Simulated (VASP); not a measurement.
Set up this calculation in VASP 6.6.1, as the native input.

```
Task                   : relaxation of cell and atoms
Functional             : PBE
Potentials or basis    : VASP PAW PBE potentials, release 64 (Tm_3, Sb, Cl), 4f in core
Cutoff                 : 500 eV
k mesh                 : 8 × 8 × 6
Occupations            : gaussian, width 0.1 eV
Spin                   : no spin polarisation
Dipole correction      : no
Further INCAR settings : ALGO = Normal; EDIFF = 1e-07; IBRION = 2; EDIFFG = -0.01; NSW = 100; ISIF = 3
```

The structure of TmSb2Cl2 lies in POSCAR:

```
TmSb2Cl2
1.0
    4.3847853695      0.0000000000      0.0000000000
    0.0000000000      4.3847853695      0.0000000000
    0.0000000000      0.0000000000      6.9847494422
Tm Sb Cl
1 2 2
Direct
    0.0000000000      0.0000000000      0.0000000000
    0.5000000000      0.5000000000      0.2066784483
    0.5000000000      0.5000000000      0.7933215517
    0.0000000000      0.5000000000      0.5000000000
    0.5000000000      0.0000000000      0.5000000000
```

The cell was generated, and may not be a known phase.

The input as run:

INCAR

```
SYSTEM = TmSb2Cl2
ALGO     = Normal         ! electronic algorithm
EDIFF    = 1E-7           ! SCF threshold, eV
EDIFFG   = -0.01          ! ionic threshold
ENCUT    = 500            ! plane-wave cutoff, eV
GGA      = PE             ! functional
GGA_COMPAT= .False.      
IBRION   = 2              ! ionic algorithm
ISIF     = 3              ! what is computed and relaxed
ISMEAR   = 0              ! smearing method
LASPH    = .True.         ! aspherical terms in the spheres
LCHARG   = .False.        ! write CHGCAR
LMAXMIX  = 6              ! l up to which the mixer works
LREAL    = .False.        ! projectors in reciprocal space
LWAVE    = .False.        ! write WAVECAR
NELM     = 200            ! most SCF steps
NELMIN   = 4            
NSW      = 100            ! ionic steps
PREC     = Accurate       ! precision mode
SIGMA    = 0.1            ! smearing width, eV
```

KPOINTS

```
k-points
0
Gamma
  8 8 6
  0 0 0
```

Potentials or basis: VASP PAW PBE potentials, release 64 (Tm_3, Sb, Cl), 4f in core.

Command:

```console
$ cat potpaw_PBE.64/Tm_3/POTCAR potpaw_PBE.64/Sb/POTCAR potpaw_PBE.64/Cl/POTCAR > POTCAR
$ mpirun -np 1 vasp_std > vasp.out
```

It gave:

```yaml
Relaxed_volume: 26.90 Å³/atom
Relaxed_cell: a = 4.381 Å, b = 4.381 Å, c = 7.005 Å, α = 90.00°, β = 90.00°, γ = 90.00°
Space_group_after_relaxing_to_0.1_Å: P4/mmm (No. 123)
Energy_gained_by_relaxing: 0.1 meV/atom
Ionic_steps: 4
Pressure_after_relaxing: 0.0 GPa
Largest_force_after_relaxing: 0.003 eV/Å
Band_gap_on_the_k_mesh: zero (an odd number of electrons rules out a gap without spin polarisation)
```

Caveat: spin-orbit coupling is left out, which moves the levels of the heavy elements; the 4f electrons are frozen in the core, so they carry no moment and show no levels; an odd number of electrons without spin polarisation forces a metal; a magnetic or distorted state may lie lower; the run has no spin polarisation, though such a crystal can be magnetic.

Wall time 2.9 min on 1 thread of Intel(R) Xeon(R) 6975P-C (Granite Rapids) (shared host), peak memory 0.35 GiB.
